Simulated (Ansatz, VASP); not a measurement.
**One calculation of PbSe, two programs**

```
Pb Se
1.0
     0.00000    3.04011    3.04011
     3.04011    0.00000    3.04011
     3.04011    3.04011    0.00000
Pb Se
1 1
Direct
  0.00000 0.00000 0.00000
  0.50000 0.50000 0.50000
```

Alike in both runs: task single point; functional r2SCAN50; k mesh 4 × 4 × 4; occupations fermi-dirac, width 0.05 eV; no spin polarisation.

|  | VASP | Ansatz |
| --- | --- | --- |
| version | VASP 6.6.1 | Ansatz 0.2.0 |
| potentials or method | VASP PAW PBE potentials, release 64 (Pb_d, Se) | Ansatz PAW |
| plane-wave cutoff (eV) | 520 | 500 |
| valence electrons in the cell | 20 | 30 |

```tsv
	VASP	Ansatz	Ansatz less VASP
gap on the k mesh at the Fermi level (eV)	2.53	2.39	-0.142
least direct gap on the mesh (eV)	2.53	2.39	-0.142
pressure (GPa)	1.4	1.9	+0.52
```

VASP's potentials were made for PBE, not for r2SCAN50. VASP's potentials hold 20 valence electrons a cell and Ansatz's 30, so a difference there can come from the potentials and not from the codes.

The k mesh is coarse, so the values compare programs but aren't converged. Spin-orbit coupling is off throughout.
